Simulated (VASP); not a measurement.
# HfC (R-3m) in VASP: notebook

HfC is run at these levels: PBE; tasks: single point.

All numbers are computed with VASP 6.6.1; they aren't measurements. Logs are shortened: lines on timing, memory, paths and dates and some standing lists are left out, and cuts for length are marked.

## (1) The cell of the first run

Symmetry: R-3m, No. 166, trigonal system. Conventional cell: a = 3.337 Å, b = 3.337 Å, c = 7.812 Å, α = 90.00°, β = 90.00°, γ = 120.00°. Hf (site symmetry -3m) has 6 C at 2.33 Å within 3.1 Å. Within 3.1 Å of C (site symmetry -3m) lie 6 Hf at 2.33 Å.

## (2) Single point, PBE (equal xy, yz and zx shear strains of -3 %)

Contents of INCAR:

```
SYSTEM = HfC
PREC = Accurate
ENCUT = 520
EDIFF = 1E-6
ISMEAR = -1
SIGMA = 0.05
LREAL = .FALSE.
LASPH = .TRUE.
NELM = 60
ALGO = Normal
ISIF = 2
LWAVE = .FALSE.
LCHARG = .FALSE.
GGA = PE
NBANDS = 14
```

Contents of KPOINTS:

```
Automatic mesh
0
G
  15 15 15
  0 0 0
```

Contents of POSCAR:

```
HfC
1.0
   -0.0697500000      2.2901250000      2.2901250000
    2.2901250000     -0.0697500000      2.2901250000
    2.2901250000      2.2901250000     -0.0697500000
Hf C
1 1
Direct
    0.5000000000      0.5000000000      0.5000000000
    0.0000000000      0.0000000000      0.0000000000
```

Potentials or basis: VASP PAW PBE potentials, release 64 (Hf_pv, C).

Launch:

```sh
cat potpaw_PBE.64/Hf_pv/POTCAR potpaw_PBE.64/C/POTCAR > POTCAR
mpirun -np 1 vasp_std > vasp.out
```

OUTCAR:

```text
SYSTEM = HfC
   PREC = Accurate
   ENCUT = 520
   EDIFF = 1E-6
   ISMEAR = -1
   LREAL = .FALSE.
   LASPH = .TRUE.
   NELM = 60
   ISIF = 2
   GGA = PE

 ion  position               nearest neighbor table
   1  0.500  0.500  0.500-   2 2.33   2 2.33   2 2.33   2 2.33   2 2.33   2 2.33
   2  0.000  0.000  0.000-   1 2.33   1 2.33   1 2.33   1 2.33   1 2.33   1 2.33

  LATTYP: Found a trigonal (rhomboedric) cell.
 ALAT       =     3.2394768241
 COS(alpha) =     0.4693254694

  Lattice vectors:

 A1 = (  -0.0697500000,   2.2901250000,   2.2901250000)
 A2 = (   2.2901250000,  -0.0697500000,   2.2901250000)
 A3 = (   2.2901250000,   2.2901250000,  -0.0697500000)

Analysis of symmetry for initial positions (statically):
=====================================================================
 Subroutine PRICEL returns:
 Original cell was already a primitive cell.

 Routine SETGRP: Setting up the symmetry group for a
 trigonal (rhombohedral) supercell.

 Subroutine GETGRP returns: Found 12 space group operations
 (whereof 12 operations were pure point group operations)
 out of a pool of 12 trial point group operations.

The static configuration has the point symmetry D_3d.

Analysis of symmetry for dynamics (positions and initial velocities):
=====================================================================
 Subroutine PRICEL returns:
 Original cell was already a primitive cell.

 Routine SETGRP: Setting up the symmetry group for a
 trigonal (rhombohedral) supercell.

 Subroutine GETGRP returns: Found 12 space group operations
 (whereof 12 operations were pure point group operations)
 out of a pool of 12 trial point group operations.

The dynamic configuration has the point symmetry D_3d.

 Subroutine INISYM returns: Found 12 space group operations
 (whereof 12 operations are pure point group operations),
 and found     1 'primitive' translations

----------------------------------------------------------------------------------------

                                     Primitive cell

  volume of cell :      25.1190

  direct lattice vectors                    reciprocal lattice vectors
    -0.069750000  2.290125000  2.290125000    -0.208599202  0.215152056  0.215152056
     2.290125000 -0.069750000  2.290125000     0.215152056 -0.208599202  0.215152056
     2.290125000  2.290125000 -0.069750000     0.215152056  0.215152056 -0.208599202

  length of vectors
     3.239476824  3.239476824  3.239476824     0.368909801  0.368909801  0.368909801

  position of ions in fractional coordinates (direct lattice)
     0.500000000  0.500000000  0.500000000
     0.000000000  0.000000000  0.000000000

  ion indices of the primitive-cell ions
   primitive index   ion index
                 1           1
                 2           2

----------------------------------------------------------------------------------------

 KPOINTS: Automatic mesh

Automatic generation of k-mesh.
 Grid dimensions read from file:
 generate k-points for:   15   15   15

 Generating k-lattice:

  Cartesian coordinates                     Fractional coordinates (reciprocal lattice)
    -0.013906613  0.014343470  0.014343470     0.066666667  0.000000000  0.000000000
     0.014343470 -0.013906613  0.014343470     0.000000000  0.066666667  0.000000000
     0.014343470  0.014343470 -0.013906613     0.000000000  0.000000000  0.066666667

  Length of vectors
     0.024593987  0.024593987  0.024593987

  Shift w.r.t. Gamma in fractional coordinates (k-lattice)
     0.000000000  0.000000000  0.000000000

 Subroutine IBZKPT returns following result:
 ===========================================

 Found    344 irreducible k-points:

 Following reciprocal coordinates:
            Coordinates               Weight
  0.000000  0.000000  0.000000      1.000000
  0.066667  0.000000 -0.000000      6.000000
  0.133333  0.000000 -0.000000      6.000000
  0.200000 -0.000000 -0.000000      6.000000
  0.266667  0.000000 -0.000000      6.000000
  0.333333  0.000000  0.000000      6.000000
[... 16 lines left out ...]
  0.133333  0.133333  0.000000      6.000000
  0.200000  0.133333 -0.000000     12.000000
 [... further k-points ...]
   k-points           NKPTS =    344   k-points in BZ     NKDIM =    344   number of bands    NBANDS=     14
   number of dos      NEDOS =    301   number of ions     NIONS =      2
   total plane-waves  NPLWV =  13824
   dimension x,y,z NGX =    24 NGY =   24 NGZ =   24
   dimension x,y,z NGXF=    48 NGYF=   48 NGZF=   48
   ions per type =               1   1
   NGX,Y,Z   is equivalent  to a cutoff of  12.32, 12.32, 12.32 a.u.
   NGXF,Y,Z  is equivalent  to a cutoff of  24.63, 24.63, 24.63 a.u.
 SYSTEM =  HfC
   PREC   = accura    normal or accurate (medium, high low for compatibility)
   ISTART =      0    job   : 0-new  1-cont  2-samecut
   ICHARG =      2    charge: 1-file 2-atom 10-const
   ISPIN  =      1    spin polarized calculation?
   LNONCOLLINEAR =      F non collinear calculations
   LSORBIT =      F    spin-orbit coupling
   LASPH  =      T    aspherical Exc in radial PAW
   ENCUT  =  520.0 eV  38.22 Ry    6.18 a.u.   6.02  6.02  6.02*2*pi/ulx,y,z
   NELM   =     60;   NELMIN=  2; NELMDL= -5     # of ELM steps
   EDIFF  = 0.1E-05   stopping-criterion for ELM
   LREAL  =      F    real-space projection
   EDIFFG = 0.1E-04   stopping-criterion for IOM
   NSW    =      0    number of steps for IOM
   IBRION =     -1    ionic relax: 0-MD 1-quasi-New 2-CG
   NFREE  =      0    steps in history (QN), initial steepest desc. (CG)
   ISIF   =      2    stress and relaxation
   ISYM   =      2    0-nonsym 1-usesym 2-fastsym
   POTIM  = 0.5000    time-step for ionic-motion
   TEBEG  =    0.0;   TEEND  =   0.0 temperature during run
   PSTRESS=    0.0 pullay stress
   NELECT =      14.0000    total number of electrons
   NUPDOWN=      -1.0000    fix difference up-down
   EMIN   =  10.00;   EMAX   =-10.00  energy-range for DOS
   EFERMI =   0.00;   METHOD = LEGACY
   ISMEAR =    -1;   SIGMA  =   0.05  broadening in eV -4-tet -1-fermi 0-gaus
   EFERMI_NEDOS =   21; number of points for ismear=-14 and -15
   IALGO  =     38    algorithm
   IMIX   =      4    mixing-type and parameters
     AMIX     =   0.40;   BMIX     =  1.00
     AMIX_MAG =   1.60;   BMIX_MAG =  1.00
  volume/ion in A,a.u.               =      12.56        84.76
  Fermi-wavevector in a.u.,A,eV,Ry     =   1.347255  2.545944 24.695897  1.815097
  Thomas-Fermi vector in A             =   2.475021
   LORBIT       =      0    0 simple, 1 ext, 2 COOP (PROOUT), +10 PAW based schemes
   GGA     = PE    functional components
   LHFCALC =     F    Hartree Fock is set to
   AEXX    =    0.0000 exact exchange contribution
   IVDW    =     0    specifies the selected vdW correction
   LEPSILON=     F    determine dielectric tensor
   LRPA    =     F    only Hartree local field effects (RPA)
 non-spin polarized calculation
  energy-cutoff  :      520.00
  volume of cell :       25.12
 maximum number of plane-waves:       690
   NGX = 13   NGY = 13   NGZ = 13

 number of electron      13.9999999 magnetization

 Free energy of the ion-electron system (eV)
  ---------------------------------------------------
  ext. energy  EPLUGINS =         0.00000000
  ---------------------------------------------------
  free energy    TOTEN  =       -21.01158079 eV

  energy without entropy =      -21.00950983  energy(sigma->0) =      -21.01054531

 E-fermi :   5.9605     XC(G=0): -12.2897

 val. band max:        5.9468825684   @ k =   0.3333   0.3333   0.0667
 cond. band min:       5.9659885446   @ k =  -0.0667   0.0667   0.0000
 fundamental gap:      0.0191059763
 Fermi energy:         5.9604583628

 k-point     1 :       0.0000    0.0000    0.0000
  band No.  band energies     occupation
      1     -23.6211      2.00000
      2     -23.6211      2.00000
      3     -23.5900      2.00000
      4      -6.3542      2.00000
      5       6.8684      0.00000
      6       6.8684      0.00000
      7       7.1155      0.00000
      8       7.1155      0.00000
      9       7.1564      0.00000
     10       7.7637      0.00000
     11       9.3828      0.00000
     12       9.3828      0.00000
     13      12.8431      0.00000
     14      16.9913      0.00000

 k-point     2 :       0.0667    0.0000   -0.0000
  band No.  band energies     occupation
      1     -23.6493      2.00000
      2     -23.6232      2.00000
      3     -23.5957      2.00000
      4      -6.2438      2.00000
      5       6.0308      0.39325
      6       6.2623      0.00477
      7       6.6013      0.00001
      8       7.4225      0.00000
      9       7.6761      0.00000
     10       8.0199      0.00000
     11       9.9075      0.00000
     12       9.9327      0.00000
     13      13.0855      0.00000
     14      17.2870      0.00000

 k-point     3 :       0.1333    0.0000   -0.0000
  band No.  band energies     occupation
      1     -23.7335      2.00000
      2     -23.6290      2.00000
      3     -23.6063      2.00000
      4      -5.9228      2.00000
      5       4.8989      2.00000
      6       5.4106      1.99997
      7       5.7751      1.95208
      8       7.7988      0.00000
      9       8.1140      0.00000
     10       8.4227      0.00000
     11      11.0479      0.00000
     12      11.0717      0.00000
     13      13.7136      0.00000
     14      18.1015      0.00000
[... 324 lines left out ...]
 k-point    23 :       0.1333    0.1333    0.0000
  band No.  band energies     occupation
      1     -23.7219      2.00000
      2     -23.6622      2.00000
      3     -23.6371      2.00000
      4      -5.7965      2.00000
      5       4.2430      2.00000
      6       5.7491      1.97123
      7       5.9947      0.67034
      8       6.6410      0.00000
      9       9.0404      0.00000
     10       9.3759      0.00000
     11       9.6812      0.00000
     12      11.5529      0.00000
     13      14.5430      0.00000
     14      18.5612      0.00000

 k-point    24 :       0.2000    0.1333   -0.0000
  band No.  band energies     occupation
      1     -23.8066      2.00000
      2     -23.6708      2.00000
      3     -23.6548      2.00000
      4      -5.4559      2.00000
      5       3.4809      2.00000
      6       5.1434      2.00000
      7       5.6905      1.99100
      8       6.7021      0.00000
      9       9.4926      0.00000
     10       9.6419      0.00000
     11      10.5483      0.00000
     12      12.2083      0.00000
     13      15.4577      0.00000
     14      19.4401      0.00000

 [... further k-points ...]
[... 5 lines left out ...]
  --------------------------------------------------------------------------------------
  -------------------------------------------------------------------------------------
  Total       -0.0475027     -0.0475027     -0.0475027      0.7574543      0.7574543      0.7574543
  in kB       -3.0298831     -3.0298831     -3.0298831     48.3130393     48.3130393     48.3130393
  external PRESSURE =      -3.0298831 kB  Pullay stress =       0.0000000 kB

 VOLUME and BASIS-vectors are now :
 -----------------------------------------------------------------------------
  energy-cutoff  :      520.00
  volume of cell :       25.12
      direct lattice vectors                 reciprocal lattice vectors
    -0.069750000  2.290125000  2.290125000    -0.208599202  0.215152056  0.215152056
     2.290125000 -0.069750000  2.290125000     0.215152056 -0.208599202  0.215152056
     2.290125000  2.290125000 -0.069750000     0.215152056  0.215152056 -0.208599202

 POSITION                                       TOTAL-FORCE (eV/Angst)
 -----------------------------------------------------------------------------------
      2.25525      2.25525      2.25525         0.000000      0.000000      0.000000
      0.00000      0.00000      0.00000        -0.000000      0.000000     -0.000000
 -----------------------------------------------------------------------------------
    total drift:                                0.000000     -0.000000      0.000000

  FREE ENERGIE OF THE ION-ELECTRON SYSTEM (eV)
  ---------------------------------------------------
  free  energy   TOTEN  =       -21.0115807924 eV

  energy  without entropy=      -21.0095098342  energy(sigma->0) =      -21.01054531
```

It took 83 s on 1 thread of AMD EPYC 7R43 (Zen 3), shared host; peak memory 0.21 GiB.

Results:

```yaml
Free_energy: -21.0116 eV
Pressure: -0.3 GPa
Band_gap_on_the_k_mesh: zero (band 7 reaches 7.12 eV, above the bottom of band 8 at 5.72 eV)
```

Caveat: the cell differs from its parent crystal (equal xy, yz and zx shear strains of -3 %); spin-orbit coupling is left out, which moves the levels of the heavy elements.

## (3) Single point, PBE (equal xy, yz and zx shear strains of -1 %)

Contents of INCAR:

```
PREC = Accurate
ENCUT = 520
EDIFF = 1E-6
ISMEAR = -1
SIGMA = 0.05
LREAL = F
LASPH = T
NELM = 80
ALGO = Normal
ISIF = 2
LWAVE = F
LCHARG = F
GGA = PE
NBANDS = 14
```

Contents of KPOINTS:

```
regular mesh
0
Gamma
  15 15 15
```

Contents of POSCAR:

```
HfC
1.0
   -0.0232500000      2.3133750000      2.3133750000
    2.3133750000     -0.0232500000      2.3133750000
    2.3133750000      2.3133750000     -0.0232500000
Hf C
1 1
Direct
    0.5000000000      0.5000000000      0.5000000000
    0.0000000000      0.0000000000      0.0000000000
```

Potentials or basis: VASP PAW PBE potentials, release 64 (Hf_pv, C).

Launch:

```sh
cat potpaw_PBE.64/Hf_pv/POTCAR potpaw_PBE.64/C/POTCAR > POTCAR
mpirun -np 1 vasp_std > vasp.out
```

Run time: 82 s. Hardware: 1 thread of AMD EPYC 7R43 (Zen 3), shared host; peak memory 0.21 GiB.

It converged, with:

| Item | Value |
| --- | --- |
| Free energy | -21.0424 eV |
| Pressure | -0.4 GPa |
| Band gap on the k mesh | zero (band 7 reaches 7.02 eV, above the bottom of band 8 at 5.58 eV) |

Stress tensor (GPa, compression positive):
```
-0.44  1.64  1.64
 1.64 -0.44  1.64
 1.64  1.64 -0.44
```

Levels at points of the mesh, in eV from the Fermi level:
```
           k point  band 5  band 6  band 7  band 8  band 9  band 10
(0.00, 0.00, 0.00)    1.00    1.00    1.10    1.35    1.35     1.56
```

Caveat: the cell differs from its parent crystal (equal xy, yz and zx shear strains of -1 %); spin-orbit coupling is left out, which moves the levels of the heavy elements.
